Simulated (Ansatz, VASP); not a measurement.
## Two plane-wave programs on TaC

File INCAR:

```
ALGO     = Normal         # electronic algorithm
EDIFF    = 1E-7           # SCF threshold, eV
EDIFFG   = -0.005         # ionic threshold
ENCUT    = 600            # plane-wave cutoff, eV
GGA      = PE             # functional
IBRION   = 2              # ionic algorithm
ISIF     = 3              # what is computed and relaxed
ISMEAR   = 0              # smearing method
LASPH    = T              # aspherical terms in the spheres
LCHARG   = F              # write CHGCAR
LREAL    = F              # projectors in reciprocal space
LWAVE    = F              # write WAVECAR
NELM     = 80             # most SCF steps
NSW      = 100            # ionic steps
PREC     = Accurate       # precision mode
SIGMA    = 0.1            # smearing width, eV
```

Contents of KPOINTS:

```
k-points
0
Gamma
  16 16 16
```

File POSCAR:

```
TaC
1.0
    0.0000000000      2.2269985830      2.2269985830
    2.2269985830      0.0000000000      2.2269985830
    2.2269985830      2.2269985830      0.0000000000
Ta C
1 1
Direct
    0.0000000000      0.0000000000      0.0000000000
    0.5000000000      0.5000000000      0.5000000000
```

Input for Ansatz:

```yaml
crystal:
  lattice:
    - [0.0, 2.226998583, 2.226998583]
    - [2.226998583, 0.0, 2.226998583]
    - [2.226998583, 2.226998583, 0.0]
  atoms:
    - { symbol: Ta, position: [0.0, 0.0, 0.0] }
    - { symbol: C, position: [0.5, 0.5, 0.5] }
basis:
  ecutwfc: 420
kpoints:
  mp_grid: { grid: [16, 16, 16] }
hamiltonian:
  xc: pbe
scf:
  occupations: { method: gaussian, width: 0.1 }
output:
  forces: true
  stress: true
  eigenvalues: true
  write_density: true
  write_potential: true
  elf: true
  volumetric_format: npy
relax:
  adjacent_minimum: "off"
  f_tol: 0.005
  max_steps: 80
  cell: { stress_tol: 0.05 }
```

Alike in both runs: task relaxation of cell and atoms; functional PBE; k mesh 16 × 16 × 16; occupations gaussian, width 0.1 eV; no spin polarisation.

```csv
,VASP,Ansatz
version,VASP 6.6.1,Ansatz 0.2.0
potentials or method,"VASP PAW PBE potentials, release 64 (Ta_pv, C), cutoff 600 eV","scalar-relativistic, plane waves, PAW"
valence electrons in the cell,15,17
```

|  | VASP | Ansatz | Ansatz less VASP |
| --- | --- | --- | --- |
| gap on the k mesh at the Fermi level, each at its own relaxed structure (eV) | none | none | - |
| relaxed volume (Å³/atom) | 11.23 | 11.20 | -0.023 |
| relaxed cell length with the largest relative difference (Å) | 3.167 | 3.164 | -0.0022 |

A gap of «none» marks a metal or a gap that the smearing closes. VASP's potentials hold 15 valence electrons a cell and Ansatz's 17, so a difference there can come from the potentials and not from the codes.

Spin-orbit coupling is off throughout.
